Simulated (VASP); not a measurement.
A run of VASP 6.6.1 is set up as follows.

Contents of POSCAR:

```
SiO2
1.0
   -4.4720405200      4.4720405200      2.6117703500
    4.4720405200     -4.4720405200      2.6117703500
    4.4720405200      4.4720405200     -2.6117703500
Si O
4 8
Direct
    0.1768885800      0.1768885800      0.3537771600
    0.8231114200      0.1768885800      0.0000000000
    0.1768885800      0.8231114200      0.0000000000
    0.8231114200      0.8231114200      0.6462228400
    0.5000000000      0.5000000000      0.5000000000
    0.0000000000      0.5000000000      0.0000000000
    0.5000000000      0.0000000000      0.0000000000
    0.0000000000      0.0000000000      0.5000000000
    0.0000000000      0.2085486600      0.2085486600
    0.7914513400      0.0000000000      0.7914513400
    0.2085486600      0.0000000000      0.2085486600
    0.0000000000      0.7914513400      0.7914513400
```

The input INCAR.step1:

```
  ALGO = Normal
  EDIFF = 1E-4
  ENCUT = 520
  GGA = PE
  ISMEAR = -1
  LASPH = True
  LCHARG = False
  LREAL = False
  LWAVE = True
  NBANDS = 44
  NELM = 100
  PREC = Accurate
  SIGMA = 0.02
```

The input INCAR.step2:

```
  ALGO = Normal
  EDIFF = 1E-8
  ENCUT = 520
  ISIF = 2
  ISMEAR = -1
  ISTART = 1
  LASPH = True
  LCHARG = False
  LEFG = True
  LMIXTAU = True
  LREAL = False
  LWAVE = False
  METAGGA = R2SCAN
  NBANDS = 44
  NELM = 100
  PREC = Accurate
  SIGMA = 0.02
```

Contents of KPOINTS:

```
k-points
0
Gamma
  5 5 5
```

Potentials or basis: VASP PAW PBE potentials, release 64 (Si, O).

Launch:

```sh
$ cat potpaw_PBE.64/Si/POTCAR potpaw_PBE.64/O/POTCAR > POTCAR
$ cp INCAR.step1 INCAR
$ mpirun -np 1 vasp_std > vasp.out
$ cp INCAR.step2 INCAR
$ mpirun -np 1 vasp_std > vasp.out
```

Task: Estimate the largest force.

Result: 0.007 eV/Å.

Task: Predict the band gap on the k mesh.

Result: 6.07 eV (least direct gap 6.08 eV).

Task: Predict the pressure.

Result: 0.2 GPa.

Stress tensor (GPa, compression positive):
```
0.13 0.00 0.00
0.00 0.13 0.00
0.00 0.00 0.36
```

Caveat: without QUAD_EFG the Cq values of the log hold for a quadrupole moment of 1 mb, not for the nuclei; the PAW data sets were made with another functional, which shifts forces and pressure a little. A k mesh can miss the band edges.
